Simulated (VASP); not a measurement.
Wanted: the native input for a VASP 6.6.1 run.

| Property | Result |
| --- | --- |
| Task | single point |
| Functional | r2SCAN |
| Potentials or basis | VASP PAW PBE potentials, release 64 (Ta_pv, N) |
| Cutoff | 520 eV |
| k mesh | 10 × 10 × 10 |
| Occupations | fermi-dirac, width 0.05 eV |
| Spin | no spin polarisation |
| Hubbard terms | Ta d U = 3.0 eV |
| Dipole correction | no |
| Further INCAR settings | ALGO = Normal; EDIFF = 1e-07; NBANDS = 15 |

TaN:

```xyz
2
Lattice="0.0000 2.2113 2.2113 2.2113 0.0000 2.2113 2.2113 2.2113 0.0000" Properties=species:S:1:pos:R:3 pbc="T T T"
Ta    2.2113    2.2113    2.2113
N     0.0000    0.0000    0.0000
```

These files were run (other wordings do the same):

POSCAR

```
TaN
1.0
    0.0000000000      2.2113230000      2.2113230000
    2.2113230000      0.0000000000      2.2113230000
    2.2113230000      2.2113230000      0.0000000000
Ta N
1 1
Direct
    0.5000000000      0.5000000000      0.5000000000
    0.0000000000      0.0000000000      0.0000000000
```

INCAR.step1

```
SYSTEM = TaN
ALGO = Normal ; EDIFF = 1E-4
ENCUT = 520 ; GGA = PE
ISMEAR = -1 ; LASPH = .TRUE.
LCHARG = .FALSE. ; LDAU = .TRUE.
LDAUJ = 0 0 ; LDAUL = 2 -1
LDAUTYPE = 2 ; LDAUU = 3 0
LMAXMIX = 4 ; LREAL = .FALSE.
LWAVE = .TRUE. ; NBANDS = 15
NELM = 150 ; PREC = Accurate
SIGMA = 0.05
```

INCAR.step2

```
SYSTEM = TaN
ALGO = Normal ; EDIFF = 1E-7
ENCUT = 520 ; ISIF = 2
ISMEAR = -1 ; ISTART = 1
LASPH = .TRUE. ; LCHARG = .FALSE.
LDAU = .TRUE. ; LDAUJ = 0 0
LDAUL = 2 -1 ; LDAUPRINT = 1
LDAUTYPE = 2 ; LDAUU = 3 0
LMAXMIX = 4 ; LMIXTAU = .TRUE.
LREAL = .FALSE. ; LWAVE = .FALSE.
METAGGA = R2SCAN ; NBANDS = 15
NELM = 150 ; PREC = Accurate
SIGMA = 0.05
```

KPOINTS

```
k-points
0
G
  10 10 10
  0 0 0
```

Potentials or basis: VASP PAW PBE potentials, release 64 (Ta_pv, N).

Run with:

```console
$ cat potpaw_PBE.64/Ta_pv/POTCAR potpaw_PBE.64/N/POTCAR > POTCAR
$ cp INCAR.step1 INCAR
$ mpirun -np 1 vasp_std > vasp.out
$ cp INCAR.step2 INCAR
$ mpirun -np 1 vasp_std > vasp.out
```

Results of the run:

- Pressure: 4.4 GPa
- Band gap on the k mesh: zero (band 8 reaches 11.76 eV, above the bottom of band 9 at 7.72 eV)

Caveat: the PAW data sets were made with another functional, which shifts forces and pressure a little; spin-orbit coupling is left out, which moves the levels of the heavy elements; U without spin polarisation on a metal has little footing.

It took 77 s on 1 thread of Intel Xeon 8259CL, on a shared host, peak memory 0.15 GiB.
